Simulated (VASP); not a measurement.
# Ta (P6_3/mmc) in VASP: further runs

Runs on Ta. Level: PBE. Tasks: single point.

All numbers are computed with VASP 6.6.1; they aren't measurements. Logs are shortened: lines on timing, memory, paths and dates and some standing lists are left out, and cuts for length are marked.

## 1. The cell of the first run

Symmetry: P6_3/mmc, No. 194, hexagonal system. The conventional cell has a = 2.900 Å, b = 2.900 Å, c = 5.166 Å, α = 90.00°, β = 90.00°, γ = 120.00°. Ta (site symmetry -6m2) has 12 Ta at 2.90 to 3.08 Å within 3.8 Å.

## 2. Single point, PBE

INCAR

```
SYSTEM = Ta
PREC     = Accurate       ! precision mode
ENCUT    = 520            ! plane-wave cutoff, eV
EDIFF    = 1E-6           ! SCF threshold, eV
ISMEAR   = -1             ! smearing method
SIGMA    = 0.05           ! smearing width, eV
LREAL    = .FALSE.        ! projectors in reciprocal space
LASPH    = .TRUE.         ! aspherical terms in the spheres
NELM     = 80             ! most SCF steps
ALGO     = Normal         ! electronic algorithm
ISIF     = 2              ! what is computed and relaxed
LWAVE    = .FALSE.        ! write WAVECAR
LCHARG   = .FALSE.        ! write CHGCAR
GGA      = PE             ! functional
NBANDS   = 18             ! bands
```

KPOINTS

```
Automatic mesh
0
G
  11 11 5
  0 0 0
```

POSCAR

```
Ta
1.0
    2.9003720726      0.0000000000      0.0000000000
   -1.4501860363      2.5117958953      0.0000000000
    0.0000000000      0.0000000000      5.1662740000
Ta
2
Direct
    0.3333333333      0.6666666667      0.2500000000
    0.6666666667      0.3333333333      0.7500000000
```

Potentials or basis: VASP PAW PBE potentials, release 64 (Ta_pv).

The run is started by

```sh
> cat potpaw_PBE.64/Ta_pv/POTCAR > POTCAR
> mpirun -np 1 vasp_std > vasp.out
```

OUTCAR:

```text
SYSTEM = Ta
   PREC = Accurate
   ENCUT = 520
   EDIFF = 1E-6
   ISMEAR = -1
   LREAL = .FALSE.
   LASPH = .TRUE.
   NELM = 80
   ISIF = 2
   GGA = PE

 ion  position               nearest neighbor table
   1  0.333  0.667  0.250-   2 3.08   2 3.08   2 3.08   2 3.08   2 3.08   2 3.08
   2  0.667  0.333  0.750-   1 3.08   1 3.08   1 3.08   1 3.08   1 3.08   1 3.08

  LATTYP: Found a hexagonal cell.
 ALAT       =     2.9003720726
 C/A-ratio  =     1.7812452577

  Lattice vectors:

 A1 = (   2.9003720726,   0.0000000000,   0.0000000000)
 A2 = (  -1.4501860363,   2.5117958953,   0.0000000000)
 A3 = (   0.0000000000,   0.0000000000,   5.1662740000)

Analysis of symmetry for initial positions (statically):
=====================================================================
 Subroutine PRICEL returns:
 Original cell was already a primitive cell.

 Routine SETGRP: Setting up the symmetry group for a
 hexagonal supercell.

 Subroutine GETGRP returns: Found 24 space group operations
 (whereof 12 operations were pure point group operations)
 out of a pool of 24 trial point group operations.

The static configuration has the point symmetry D_3d.
 The point group associated with its full space group is D_6h.

Analysis of symmetry for dynamics (positions and initial velocities):
=====================================================================
 Subroutine PRICEL returns:
 Original cell was already a primitive cell.

 Routine SETGRP: Setting up the symmetry group for a
 hexagonal supercell.

 Subroutine GETGRP returns: Found 24 space group operations
 (whereof 12 operations were pure point group operations)
 out of a pool of 24 trial point group operations.

The dynamic configuration has the point symmetry D_3d.
 The point group associated with its full space group is D_6h.

 Subroutine INISYM returns: Found 24 space group operations
 (whereof 12 operations are pure point group operations),
 and found     1 'primitive' translations

----------------------------------------------------------------------------------------

                                     Primitive cell

  volume of cell :      37.6370

  direct lattice vectors                    reciprocal lattice vectors
     2.900372073  0.000000000  0.000000000     0.344783350  0.199060760  0.000000000
    -1.450186036  2.511795895  0.000000000     0.000000000  0.398121520  0.000000000
     0.000000000  0.000000000  5.166274000     0.000000000  0.000000000  0.193563098

  length of vectors
     2.900372073  2.900372073  5.166274000     0.398121520  0.398121520  0.193563098

  position of ions in fractional coordinates (direct lattice)
     0.333333333  0.666666667  0.250000000
     0.666666667  0.333333333  0.750000000

  ion indices of the primitive-cell ions
   primitive index   ion index
                 1           1
                 2           2

----------------------------------------------------------------------------------------

 KPOINTS: Automatic mesh

Automatic generation of k-mesh.
 Grid dimensions read from file:
 generate k-points for:   11   11    5

 Generating k-lattice:

  Cartesian coordinates                     Fractional coordinates (reciprocal lattice)
     0.031343941  0.018096433  0.000000000     0.090909091 -0.000000000  0.000000000
     0.000000000  0.036192865  0.000000000     0.000000000  0.090909091  0.000000000
     0.000000000  0.000000000  0.038712620     0.000000000  0.000000000  0.200000000

  Length of vectors
     0.036192865  0.036192865  0.038712620

  Shift w.r.t. Gamma in fractional coordinates (k-lattice)
     0.000000000  0.000000000  0.000000000

 Subroutine IBZKPT returns following result:
 ===========================================

 Found     48 irreducible k-points:

 Following reciprocal coordinates:
            Coordinates               Weight
  0.000000  0.000000  0.000000      1.000000
  0.090909  0.000000  0.000000      6.000000
  0.181818  0.000000  0.000000      6.000000
  0.272727  0.000000  0.000000      6.000000
  0.363636 -0.000000  0.000000      6.000000
  0.454545  0.000000  0.000000      6.000000
[... 16 lines left out ...]
  0.090909  0.090909  0.200000     12.000000
  0.181818  0.090909  0.200000     24.000000
 [... further k-points ...]
   k-points           NKPTS =     48   k-points in BZ     NKDIM =     48   number of bands    NBANDS=     18
   number of dos      NEDOS =    301   number of ions     NIONS =      2
   total plane-waves  NPLWV =  23040
   dimension x,y,z NGX =    24 NGY =   24 NGZ =   40
   dimension x,y,z NGXF=    48 NGYF=   48 NGZF=   80
   ions per type =               2
   NGX,Y,Z   is equivalent  to a cutoff of  13.76, 13.76, 12.87 a.u.
   NGXF,Y,Z  is equivalent  to a cutoff of  27.51, 27.51, 25.74 a.u.
 SYSTEM =  Ta
   PREC   = accura    normal or accurate (medium, high low for compatibility)
   ISTART =      0    job   : 0-new  1-cont  2-samecut
   ICHARG =      2    charge: 1-file 2-atom 10-const
   ISPIN  =      1    spin polarized calculation?
   LNONCOLLINEAR =      F non collinear calculations
   LSORBIT =      F    spin-orbit coupling
   LASPH  =      T    aspherical Exc in radial PAW
   ENCUT  =  520.0 eV  38.22 Ry    6.18 a.u.   5.39  5.39  9.61*2*pi/ulx,y,z
   NELM   =     80;   NELMIN=  2; NELMDL= -5     # of ELM steps
   EDIFF  = 0.1E-05   stopping-criterion for ELM
   LREAL  =      F    real-space projection
   EDIFFG = 0.1E-04   stopping-criterion for IOM
   NSW    =      0    number of steps for IOM
   IBRION =     -1    ionic relax: 0-MD 1-quasi-New 2-CG
   NFREE  =      0    steps in history (QN), initial steepest desc. (CG)
   ISIF   =      2    stress and relaxation
   ISYM   =      2    0-nonsym 1-usesym 2-fastsym
   POTIM  = 0.5000    time-step for ionic-motion
   TEBEG  =    0.0;   TEEND  =   0.0 temperature during run
   PSTRESS=    0.0 pullay stress
   NELECT =      22.0000    total number of electrons
   NUPDOWN=      -1.0000    fix difference up-down
   EMIN   =  10.00;   EMAX   =-10.00  energy-range for DOS
   EFERMI =   0.00;   METHOD = LEGACY
   ISMEAR =    -1;   SIGMA  =   0.05  broadening in eV -4-tet -1-fermi 0-gaus
   EFERMI_NEDOS =   21; number of points for ismear=-14 and -15
   IALGO  =     38    algorithm
   IMIX   =      4    mixing-type and parameters
     AMIX     =   0.40;   BMIX     =  1.00
     AMIX_MAG =   1.60;   BMIX_MAG =  1.00
  volume/ion in A,a.u.               =      18.82       126.99
  Fermi-wavevector in a.u.,A,eV,Ry     =   1.368812  2.586680 25.492516  1.873647
  Thomas-Fermi vector in A             =   2.494743
   LORBIT       =      0    0 simple, 1 ext, 2 COOP (PROOUT), +10 PAW based schemes
   GGA     = PE    functional components
   LHFCALC =     F    Hartree Fock is set to
   AEXX    =    0.0000 exact exchange contribution
   IVDW    =     0    specifies the selected vdW correction
   LEPSILON=     F    determine dielectric tensor
   LRPA    =     F    only Hartree local field effects (RPA)
 non-spin polarized calculation
  energy-cutoff  :      520.00
  volume of cell :       37.64
 maximum number of plane-waves:      1039
 NGX is ok and might be reduce to    24
   NGX = 11   NGY = 11   NGZ = 19

 number of electron      22.0000003 magnetization

 Free energy of the ion-electron system (eV)
  ---------------------------------------------------
  ext. energy  EPLUGINS =         0.00000000
  ---------------------------------------------------
  free energy    TOTEN  =       -23.08875546 eV

  energy without entropy =      -23.06965943  energy(sigma->0) =      -23.07920744

 E-fermi :   5.5875     XC(G=0): -12.3814

 val. band max:        5.5847844176   @ k =   0.3636  -0.0000   0.0000
 cond. band min:       5.6131034480   @ k =   0.2727   0.0909   0.4000
 fundamental gap:      0.0283190305
 Fermi energy:         5.5875276793

 k-point     1 :       0.0000    0.0000    0.0000
  band No.  band energies     occupation
      1     -28.9940      2.00000
      2     -28.1853      2.00000
      3     -28.0664      2.00000
      4     -28.0664      2.00000
      5     -27.9848      2.00000
      6     -27.9848      2.00000
[... 10 lines left out ...]
     17      10.6874      0.00000
     18      10.6874      0.00000

 k-point     2 :       0.0909    0.0000    0.0000
  band No.  band energies     occupation
      1     -28.9680      2.00000
      2     -28.1883      2.00000
      3     -28.1506      2.00000
      4     -28.0892      2.00000
      5     -28.0709      2.00000
      6     -28.0004      2.00000
[... 10 lines left out ...]
     17      10.8102      0.00000
     18      11.3244      0.00000

 k-point     3 :       0.1818    0.0000    0.0000
  band No.  band energies     occupation
      1     -28.8949      2.00000
      2     -28.3740      2.00000
      3     -28.2942      2.00000
      4     -28.1993      2.00000
      5     -28.1487      2.00000
      6     -28.0431      2.00000
[... 10 lines left out ...]
     17      10.9998      0.00000
     18      12.6189      0.00000

 k-point     4 :       0.2727    0.0000    0.0000
  band No.  band energies     occupation
      1     -28.7891      2.00000
      2     -28.6605      2.00000
      3     -28.5721      2.00000
      4     -28.2240      2.00000
      5     -28.2233      2.00000
      6     -28.1001      2.00000
[... 375 lines left out ...]
      4     -28.3166      2.00000
      5     -28.3110      2.00000
      6     -28.1986      2.00000
[... 10 lines left out ...]
     17      12.0625      0.00000
     18      12.4082      0.00000

 k-point    23 :       0.0909    0.0909    0.2000
  band No.  band energies     occupation
      1     -28.8584      2.00000
      2     -28.3158      2.00000
      3     -28.2777      2.00000
      4     -28.1967      2.00000
      5     -28.1113      2.00000
      6     -28.0495      2.00000
[... 10 lines left out ...]
     17      10.6624      0.00000
     18      11.5746      0.00000

 k-point    24 :       0.1818    0.0909    0.2000
  band No.  band energies     occupation
      1     -28.7962      2.00000
      2     -28.5214      2.00000
      3     -28.4850      2.00000
      4     -28.2533      2.00000
      5     -28.1859      2.00000
      6     -28.1153      2.00000
[... 10 lines left out ...]
     17      10.5972      0.00000
     18      12.2418      0.00000

 [... further k-points ...]

------------------------ aborting loop because EDIFF is reached ----------------------------------------

  FORCE on cell =-STRESS in cart. coord.  units (eV):
  Direction    XX          YY          ZZ          XY          YZ          ZX
  --------------------------------------------------------------------------------------
  -------------------------------------------------------------------------------------
  Total       -0.2932014     -0.2932014     -0.0609249      0.0000000      0.0000000     -0.0000000
  in kB      -12.4813391    -12.4813391     -2.5935215      0.0000000      0.0000000     -0.0000000
  external PRESSURE =      -9.1853999 kB  Pullay stress =       0.0000000 kB

 VOLUME and BASIS-vectors are now :
 -----------------------------------------------------------------------------
  energy-cutoff  :      520.00
  volume of cell :       37.64
      direct lattice vectors                 reciprocal lattice vectors
     2.900372073  0.000000000  0.000000000     0.344783350  0.199060760  0.000000000
    -1.450186036  2.511795895  0.000000000     0.000000000  0.398121520  0.000000000
     0.000000000  0.000000000  5.166274000     0.000000000  0.000000000  0.193563098

 POSITION                                       TOTAL-FORCE (eV/Angst)
 -----------------------------------------------------------------------------------
     -0.00000      1.67453      1.29157         0.000000      0.000000      0.000000
      1.45019      0.83727      3.87471        -0.000000      0.000000      0.000000
 -----------------------------------------------------------------------------------
    total drift:                               -0.000000      0.000000     -0.000000

  FREE ENERGIE OF THE ION-ELECTRON SYSTEM (eV)
  ---------------------------------------------------
  free  energy   TOTEN  =       -23.0887554607 eV

  energy  without entropy=      -23.0696594285  energy(sigma->0) =      -23.07920744
```

Run time: 11 s. Hardware: 1 thread of Intel Xeon Platinum 8559C (Emerald Rapids), shared host; peak memory 0.16 GiB.

Results:

```yaml
Free_energy: -23.0888 eV
Pressure: -0.9 GPa
Band_gap_on_the_k_mesh: zero (band 11 reaches 6.47 eV, above the bottom of band 12 at 5.03 eV)
```

Caveat: spin-orbit coupling is left out, which moves the levels of the heavy elements.

## 3. Single point, PBE

INCAR

```
PREC = Accurate
ENCUT = 520
EDIFF = 1E-7
ISMEAR = -1
SIGMA = 0.05
LREAL = F
LASPH = T
NELM = 100
ALGO = Normal
ISIF = 2
LWAVE = F
LCHARG = T
GGA = PE
LELF = T
LVHAR = T
NBANDS = 18
```

KPOINTS

```
regular mesh
0
Gamma
  11 11 5
```

POSCAR is that of step 2.

Potentials or basis: VASP PAW PBE potentials, release 64 (Ta_pv).

The run is started by

```sh
> cat potpaw_PBE.64/Ta_pv/POTCAR > POTCAR
> mpirun -np 1 vasp_std > vasp.out
```

OUTCAR:

```text
PREC = Accurate
   ENCUT = 520
   EDIFF = 1E-7
   ISMEAR = -1
   LREAL = F
   LASPH = T
   NELM = 100
   ISIF = 2
   GGA = PE

 ion  position               nearest neighbor table
   1  0.333  0.667  0.250-   2 3.08   2 3.08   2 3.08   2 3.08   2 3.08   2 3.08
   2  0.667  0.333  0.750-   1 3.08   1 3.08   1 3.08   1 3.08   1 3.08   1 3.08

  LATTYP: Found a hexagonal cell.
 ALAT       =     2.9003720726
 C/A-ratio  =     1.7812452577

  Lattice vectors:

[... 692 lines left out ...]

------------------------ aborting loop because EDIFF is reached ----------------------------------------

  FORCE on cell =-STRESS in cart. coord.  units (eV):
  Direction    XX          YY          ZZ          XY          YZ          ZX
  --------------------------------------------------------------------------------------
  -------------------------------------------------------------------------------------
  Total       -0.2939466     -0.2939466     -0.0620732      0.0000000      0.0000000      0.0000000
  in kB      -12.5130613    -12.5130613     -2.6424023      0.0000000      0.0000000      0.0000000
  external PRESSURE =      -9.2228416 kB  Pullay stress =       0.0000000 kB

 VOLUME and BASIS-vectors are now :
 -----------------------------------------------------------------------------
  energy-cutoff  :      520.00
  volume of cell :       37.64
      direct lattice vectors                 reciprocal lattice vectors
     2.900372073  0.000000000  0.000000000     0.344783350  0.199060760  0.000000000
    -1.450186036  2.511795895  0.000000000     0.000000000  0.398121520  0.000000000
     0.000000000  0.000000000  5.166274000     0.000000000  0.000000000  0.193563098

 POSITION                                       TOTAL-FORCE (eV/Angst)
 -----------------------------------------------------------------------------------
     -0.00000      1.67453      1.29157        -0.000000      0.000000      0.000000
      1.45019      0.83727      3.87471         0.000000      0.000000      0.000000
 -----------------------------------------------------------------------------------
    total drift:                               -0.000000      0.000000     -0.000000

  FREE ENERGIE OF THE ION-ELECTRON SYSTEM (eV)
  ---------------------------------------------------
  free  energy   TOTEN  =       -23.0887555333 eV

  energy  without entropy=      -23.0696594336  energy(sigma->0) =      -23.07920748
```

stdout:

```text
POSCAR found type information on POSCAR Ta
 POSCAR found :  1 types and       2 ions
 scaLAPACK will be used
 LDA part: xc-table for (Slater+PW92), standard interpolation
 POSCAR, INCAR and KPOINTS ok, starting setup
 FFT: planning ... GRIDC
 FFT: planning ... GRID_SOFT
 FFT: planning ... GRID
 WAVECAR not read
 entering main loop
```

Wall time 12 s (1 thread of Intel Xeon Platinum 8559C (Emerald Rapids), shared host); peak memory 0.17 GiB.

Results:

| Quantity | Value |
| --- | --- |
| Free energy | -23.0888 eV |
| Pressure | -0.9 GPa |
| Band gap on the k mesh | zero (band 11 reaches 6.47 eV, above the bottom of band 12 at 5.03 eV) |

Stress tensor (GPa, compression positive):
```
-1.25  0.00  0.00
 0.00 -1.25  0.00
 0.00  0.00 -0.26
```

Levels at points of the mesh, in eV from the Fermi level:
| k point | band 7 | band 8 | band 9 | band 10 | band 11 | band 12 | band 13 | band 14 | band 15 | band 16 |
| --- | --- | --- | --- | --- | --- | --- | --- | --- | --- | --- |
| (0.00, 0.00, 0.00) | -8.19 | -4.92 | -0.58 | -0.15 | 0.58 | 0.58 | 1.15 | 1.15 | 2.95 | 2.95 |

Caveat: spin-orbit coupling is left out, which moves the levels of the heavy elements.
